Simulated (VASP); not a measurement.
Here is a VASP 6.6.1 calculation.

INCAR

```
SYSTEM = Al
PREC = Accurate ; ENCUT = 520
EDIFF = 1E-6 ; ISMEAR = -1
SIGMA = 0.05 ; LREAL = .FALSE.
LASPH = .TRUE. ; NELM = 80
ALGO = Normal ; ISIF = 2
LWAVE = .FALSE. ; LCHARG = .FALSE.
GGA = VW ; NBANDS = 8
```

Contents of KPOINTS:

```
Automatic mesh
0
G
  11 11 11
  0 0 0
```

The input POSCAR:

```
Al
1.0
    0.0000000000      2.0645171409      2.0645171409
    2.0645171409      0.0000000000      2.0645171409
    2.0645171409      2.0645171409      0.0000000000
Al
1
Direct
    0.0000000000      0.0000000000      0.0000000000
```

Potentials or basis: VASP PAW PBE potentials, release 64 (Al).

Command:

```console
$ cat potpaw_PBE.64/Al/POTCAR > POTCAR
$ mpirun -np 1 vasp_std > vasp.out
```

Task: Estimate the pressure.

Result: -6.8 GPa.

Caveat: the PAW data sets were made with another functional, which shifts forces and pressure a little.
